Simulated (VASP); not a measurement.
# Si6SnO16 (a cell with a defect) in VASP: further runs

Runs on Si6SnO16 (a cell with a defect). Level: PBE. Tasks: single point.

All numbers are computed with VASP 6.6.1; they aren't measurements. Logs are shortened: lines on timing, memory, paths and dates and some standing lists are left out, and cuts for length are marked.

### 1 The cell of the first run

The cell holds a defect, 23 atoms: a = 5.903 Å, b = 5.903 Å, c = 5.333 Å, α = 90.00°, β = 90.00°, γ = 90.00°.

### 2 Single point, PBE

File INCAR:

```
PREC = Accurate
ENCUT = 520
EDIFF = 1E-6
ISMEAR = 0
SIGMA = 0.05
LREAL = Auto
LASPH = True
NELM = 100
ALGO = Normal
ISIF = 2
LWAVE = False
LCHARG = False
GGA = PE
NBANDS = 84
```

File KPOINTS:

```
regular mesh
0
Gamma
  2 2 3
```

File POSCAR:

```
Si6SnO16
1.0
   -4.1738000000     -4.1738000000      0.0000000000
    4.1738000000     -4.1738000000      0.0000000000
    0.0000000000      0.0000000000      5.3326000000
Si Sn O
6 1 16
Direct
    0.5000000000      0.5000000000      0.0047230244
    0.5000000000      0.5000000000      0.4952769756
    0.0000000000      0.0000000000      0.0042538349
    0.5000000000      0.0000000000      0.2500000000
    0.0000000000      0.0000000000      0.4957461651
    0.5000000000      0.0000000000      0.7500000000
    0.0000000000      0.5000000000     -0.2500000000
    0.2186640472      0.5000000000      0.0296630162
    0.0000000000      0.1861009152      0.2500000000
    0.7813359528      0.5000000000      0.0296630162
    0.0000000000      0.8138990848      0.2500000000
    0.2186640472      0.5000000000      0.4703369838
    0.0000000000      0.1772998227      0.7500000000
    0.7813359528      0.5000000000      0.4703369838
    0.0000000000      0.8227001773      0.7500000000
    0.6932814222      0.0000000000     -0.0006259611
    0.5000000000      0.7025870909      0.2500000000
    0.3067185778      0.0000000000     -0.0006259611
    0.5000000000      0.2974129091      0.2500000000
    0.6932814222      0.0000000000      0.5006259611
    0.5000000000      0.6961802195      0.7500000000
    0.3067185778      0.0000000000      0.5006259611
    0.5000000000      0.3038197805      0.7500000000
```

Potentials or basis: VASP PAW PBE potentials, release 64 (Si, Sn_d, O).

Command:

```console
cat potpaw_PBE.64/Si/POTCAR potpaw_PBE.64/Sn_d/POTCAR potpaw_PBE.64/O/POTCAR > POTCAR
mpirun -np 1 vasp_std > vasp.out
```

OUTCAR:

```text
PREC = Accurate
   ENCUT = 520
   EDIFF = 1E-6
   ISMEAR = 0
   LREAL = Auto
   LASPH = True
   NELM = 100
   ISIF = 2
   GGA = PE

 ion  position               nearest neighbor table
   1  0.500  0.500  0.005-   8 1.67  10 1.67  17 1.77  19 1.77  21 1.78  23 1.78   2 2.62   2 2.72
                             7 3.25   7 3.25
   2  0.500  0.500  0.495-  12 1.67  14 1.67  17 1.77  19 1.77  21 1.78  23 1.78   1 2.62   1 2.72
                             7 3.25   7 3.25
   3  0.000  0.000  0.004-   9 1.71  11 1.71  13 1.71  15 1.71  16 1.81  18 1.81   5 2.62   5 2.71
                             7 3.25   7 3.25
   4  0.500  0.000  0.250-  17 1.76  19 1.76  18 1.76  16 1.76  20 1.76  22 1.76   6 2.67   6 2.67

   5  0.000  0.000  0.496-   9 1.71  11 1.71  13 1.71  15 1.71  20 1.81  22 1.81   3 2.62   3 2.71
                             7 3.25   7 3.25
   6  0.500  0.000  0.750-  16 1.75  18 1.75  20 1.75  22 1.75  21 1.79  23 1.79   4 2.67   4 2.67

   7  0.000  0.500  0.750-  13 1.90  15 1.90  12 1.97   8 1.97  14 1.97  10 1.97   3 3.25   5 3.25
                             3 3.25   5 3.25   1 3.25   2 3.25   1 3.25   2 3.25
   8  0.219  0.500  0.030-   1 1.67   7 1.97
   9  0.000  0.186  0.250-   3 1.71   5 1.71
  10  0.781  0.500  0.030-   1 1.67   7 1.97
  11  0.000  0.814  0.250-   3 1.71   5 1.71
  12  0.219  0.500  0.470-   2 1.67   7 1.97
  13  0.000  0.177  0.750-   3 1.71   5 1.71   7 1.90
  14  0.781  0.500  0.470-   2 1.67   7 1.97
  15  0.000  0.823  0.750-   3 1.71   5 1.71   7 1.90
  16  0.693  0.000  0.999-   6 1.75   4 1.76   3 1.81
  17  0.500  0.703  0.250-   4 1.76   2 1.77   1 1.77
  18  0.307  0.000  0.999-   6 1.75   4 1.76   3 1.81
  19  0.500  0.297  0.250-   4 1.76   2 1.77   1 1.77
  20  0.693  0.000  0.501-   6 1.75   4 1.76   5 1.81
  21  0.500  0.696  0.750-   1 1.78   2 1.78   6 1.79
  22  0.307  0.000  0.501-   6 1.75   4 1.76   5 1.81
  23  0.500  0.304  0.750-   1 1.78   2 1.78   6 1.79

  LATTYP: Found a simple tetragonal cell.
 ALAT       =     5.9026445666
 C/A-ratio  =     0.9034255646

  Lattice vectors:

 A1 = (  -4.1738000000,  -4.1738000000,   0.0000000000)
 A2 = (   4.1738000000,  -4.1738000000,   0.0000000000)
 A3 = (   0.0000000000,   0.0000000000,   5.3326000000)

Analysis of symmetry for initial positions (statically):
=====================================================================
 Subroutine PRICEL returns:
 Original cell was already a primitive cell.

 Routine SETGRP: Setting up the symmetry group for a
 simple tetragonal supercell.

 Subroutine GETGRP returns: Found  8 space group operations
 (whereof  4 operations were pure point group operations)
 out of a pool of 16 trial point group operations.
[... 150 lines left out ...]
   POTIM  = 0.5000    time-step for ionic-motion
   TEBEG  =    0.0;   TEEND  =   0.0 temperature during run
   PSTRESS=    0.0 pullay stress
   NELECT =     134.0000    total number of electrons
   NUPDOWN=      -1.0000    fix difference up-down
   EMIN   =  10.00;   EMAX   =-10.00  energy-range for DOS
   EFERMI =   0.00;   METHOD = LEGACY
   ISMEAR =     0;   SIGMA  =   0.05  broadening in eV -4-tet -1-fermi 0-gaus
   EFERMI_NEDOS =   21; number of points for ismear=-14 and -15
   IALGO  =     38    algorithm
   IMIX   =      4    mixing-type and parameters
     AMIX     =   0.40;   BMIX     =  1.00
     AMIX_MAG =   1.60;   BMIX_MAG =  1.00
  volume/ion in A,a.u.               =       8.08        54.51
  Fermi-wavevector in a.u.,A,eV,Ry     =   1.468134  2.774371 29.326231  2.155417
  Thomas-Fermi vector in A             =   2.583668
   LORBIT       =      0    0 simple, 1 ext, 2 COOP (PROOUT), +10 PAW based schemes
   GGA     = PE    functional components
   LHFCALC =     F    Hartree Fock is set to
   AEXX    =    0.0000 exact exchange contribution
   IVDW    =     0    specifies the selected vdW correction
   LEPSILON=     F    determine dielectric tensor
   LRPA    =     F    only Hartree local field effects (RPA)
 non-spin polarized calculation
 Gauss-broadening in eV      SIGMA  =   0.05
  energy-cutoff  :      520.00
  volume of cell :      185.79
 maximum number of plane-waves:      5012
 NGX is ok and might be reduce to    48
   NGX = 21   NGY = 21   NGZ = 19

 number of electron     133.9999922 magnetization

 Free energy of the ion-electron system (eV)
  ---------------------------------------------------
  ext. energy  EPLUGINS =         0.00000000
  ---------------------------------------------------
  free energy    TOTEN  =      -158.22163720 eV

  energy without entropy =     -158.20158268  energy(sigma->0) =     -158.21160994

 E-fermi :   7.0566     XC(G=0): -12.1932

 val. band max:        7.0534228161   @ k =   0.0000   0.5000   0.3333
 cond. band min:       7.0662884195   @ k =   0.0000   0.0000   0.3333
 fundamental gap:      0.0128656034
 Fermi energy:         7.0565868964

 k-point     1 :       0.0000    0.0000    0.0000
  band No.  band energies     occupation
      1     -15.0686      2.00000
      2     -14.3643      2.00000
      3     -13.3429      2.00000
      4     -12.8759      2.00000
      5     -12.4840      2.00000
      6     -12.3668      2.00000
[... 645 lines left out ...]
     78      18.1212      0.00000
     79      18.1511      0.00000
 [bands above 79 left out]

------------------------ aborting loop because EDIFF is reached ----------------------------------------

  FORCE on cell =-STRESS in cart. coord.  units (eV):
  Direction    XX          YY          ZZ          XY          YZ          ZX
  --------------------------------------------------------------------------------------
  -------------------------------------------------------------------------------------
  Total       40.4406957     40.4406957     28.8535142     -3.6660243      0.0000000      0.0000000
  in kB      348.7361168    348.7361168    248.8152671    -31.6135776      0.0000000      0.0000000
  external PRESSURE =     315.4291669 kB  Pullay stress =       0.0000000 kB

 VOLUME and BASIS-vectors are now :
 -----------------------------------------------------------------------------
  energy-cutoff  :      520.00
  volume of cell :      185.79
      direct lattice vectors                 reciprocal lattice vectors
    -4.173800000 -4.173800000  0.000000000    -0.119794911 -0.119794911  0.000000000
     4.173800000 -4.173800000  0.000000000     0.119794911 -0.119794911  0.000000000
     0.000000000  0.000000000  5.332600000     0.000000000  0.000000000  0.187525785

 POSITION                                       TOTAL-FORCE (eV/Angst)
 -----------------------------------------------------------------------------------
      0.00000     -4.17380      0.02519        -0.000000      0.000000      0.023259
      0.00000     -4.17380      2.64111        -0.000000      0.000000     -0.023259
      0.00000      0.00000      0.02268        -0.000000      0.000000     -0.057657
     -2.08690     -2.08690      1.33315        -0.000000      0.000000      0.000000
      0.00000      0.00000      2.64362        -0.000000      0.000000      0.057657
     -2.08690     -2.08690      3.99945        -0.000000      0.000000      0.000000
[... 15 lines left out ...]
     -1.28018     -1.28018      2.66964         0.014411      0.014411      0.001512
     -0.81882     -3.35498      3.99945         0.002192     -0.002192      0.000000
 -----------------------------------------------------------------------------------
    total drift:                                0.000000     -0.000000      0.000000

  FREE ENERGIE OF THE ION-ELECTRON SYSTEM (eV)
  ---------------------------------------------------
  free  energy   TOTEN  =      -158.2216371992 eV

  energy  without entropy=     -158.2015826799  energy(sigma->0) =     -158.21160994
```

OSZICAR:

```text
N       E                     dE             d eps       ncg     rms          rms(c)
DAV:   1     0.155276707513E+04    0.15528E+04   -0.67999E+04  1360   0.184E+03
DAV:   2     0.196499324631E+02   -0.15331E+04   -0.14596E+04  1584   0.518E+02
DAV:   3    -0.164208310872E+03   -0.18386E+03   -0.17834E+03  1420   0.174E+02
[... 17 lines left out ...]
DAV:  21    -0.158221634462E+03    0.15358E-04   -0.28054E-05  1664   0.198E-02    0.313E-02
DAV:  22    -0.158221642388E+03   -0.79263E-05   -0.24532E-06  1168   0.771E-03    0.357E-02
DAV:  23    -0.158221635754E+03    0.66343E-05   -0.14814E-05  1272   0.104E-02    0.289E-03
DAV:  24    -0.158221637137E+03   -0.13834E-05   -0.11400E-06   896   0.485E-03    0.358E-03
DAV:  25    -0.158221637199E+03   -0.61962E-07   -0.95498E-08   792   0.169E-03
   1 F= -.15822164E+03 E0= -.15821161E+03  d E =-.200545E-01
```

Run time: 2.8 min. Hardware: 1 thread of Intel Xeon 6975P-C (Granite Rapids), shared host; peak memory 0.32 GiB.

What came out:

| Item | Value |
| --- | --- |
| Free energy | -158.2216 eV |
| Pressure | 31.5 GPa |
| Largest force | 0.058 eV/Å |
| Band gap on the k mesh | zero (bands 67 and 68 overlap by 0.08 eV) |

Forces on the atoms (eV/Å):
```
Si   0.000  0.000  0.023
Si   0.000  0.000 -0.023
Si   0.000  0.000 -0.058
Si   0.000  0.000  0.000
Si   0.000  0.000  0.058
Si   0.000  0.000  0.000
Sn   0.000  0.000  0.000
O    0.008  0.008  0.042
O    0.029 -0.029  0.000
O   -0.008 -0.008  0.042
O   -0.029  0.029  0.000
O    0.008  0.008 -0.042
O   -0.021  0.021  0.000
O   -0.008 -0.008 -0.042
O    0.021 -0.021  0.000
O   -0.014 -0.014 -0.002
O    0.004 -0.004  0.000
O    0.014  0.014 -0.002
O   -0.004  0.004  0.000
O   -0.014 -0.014  0.002
O   -0.002  0.002  0.000
O    0.014  0.014  0.002
O    0.002 -0.002  0.000
```

Stress tensor (GPa, compression positive):
```
34.87 -3.16  0.00
-3.16 34.87  0.00
 0.00  0.00 24.88
```

Caveat: the k points lie up to 0.53 Å⁻¹ apart; spin-orbit coupling is left out, which moves the levels of the heavy elements.

### 3 Single point, PBE

File INCAR:

```
SYSTEM = Si6SnO16
PREC = Accurate
ENCUT = 520
EDIFF = 1E-7
ISMEAR = 0
SIGMA = 0.05
LREAL = Auto
LASPH = .True.
NELM = 80
ALGO = Normal
ISIF = 2
LWAVE = .False.
LCHARG = .False.
GGA = PE
NBANDS = 84
```

File KPOINTS:

```
Automatic mesh
0
Gamma
  2 2 3
  0 0 0
```

POSCAR is that of step 2.

Potentials or basis: VASP PAW PBE potentials, release 64 (Si, Sn_d, O).

Command:

```console
cat potpaw_PBE.64/Si/POTCAR potpaw_PBE.64/Sn_d/POTCAR potpaw_PBE.64/O/POTCAR > POTCAR
mpirun -np 1 vasp_std > vasp.out
```

It took 5.2 min on 1 thread of AMD EPYC 7R43 (Zen 3), shared host; peak memory 0.29 GiB.

It converged, with:

* Free energy: -158.2216 eV
* Pressure: 31.5 GPa
* Largest force: 0.058 eV/Å
* Band gap on the k mesh: zero (bands 67 and 68 overlap by 0.08 eV)

Forces in eV/Å, atoms in the order of the input:
```
Si   0.000  0.000  0.023
Si   0.000  0.000 -0.023
Si   0.000  0.000 -0.058
Si   0.000  0.000  0.000
Si   0.000  0.000  0.058
Si   0.000  0.000  0.000
Sn   0.000  0.000  0.000
O    0.008  0.008  0.042
O    0.029 -0.029  0.000
O   -0.008 -0.008  0.042
O   -0.029  0.029  0.000
O    0.008  0.008 -0.042
O   -0.021  0.021  0.000
O   -0.008 -0.008 -0.042
O    0.021 -0.021  0.000
O   -0.014 -0.014 -0.001
O    0.004 -0.004  0.000
O    0.014  0.014 -0.001
O   -0.004  0.004  0.000
O   -0.014 -0.014  0.001
O   -0.002  0.002  0.000
O    0.014  0.014  0.001
O    0.002 -0.002  0.000
```

Stress tensor (GPa, compression positive):
```
34.87 -3.16  0.00
-3.16 34.87  0.00
 0.00  0.00 24.88
```

Levels at points of the mesh, in eV from the Fermi level:
```
           k point  band 64  band 65  band 66  band 67  band 68  band 69  band 70  band 71
(0.00, 0.00, 0.00)    -0.44    -0.23    -0.07     0.03     0.25     0.71     6.28     7.52
(0.50, 0.00, 0.00)    -0.58    -0.56    -0.52    -0.22     0.39     0.48     6.91     7.49
(0.00, 0.50, 0.00)    -0.56    -0.18    -0.16    -0.09     0.02     0.14     7.51     7.60
(0.50, 0.50, 0.00)    -0.45    -0.22    -0.19     0.04     0.15     0.46     7.65     8.41
```

Caveat: the k points lie up to 0.53 Å⁻¹ apart; spin-orbit coupling is left out, which moves the levels of the heavy elements.
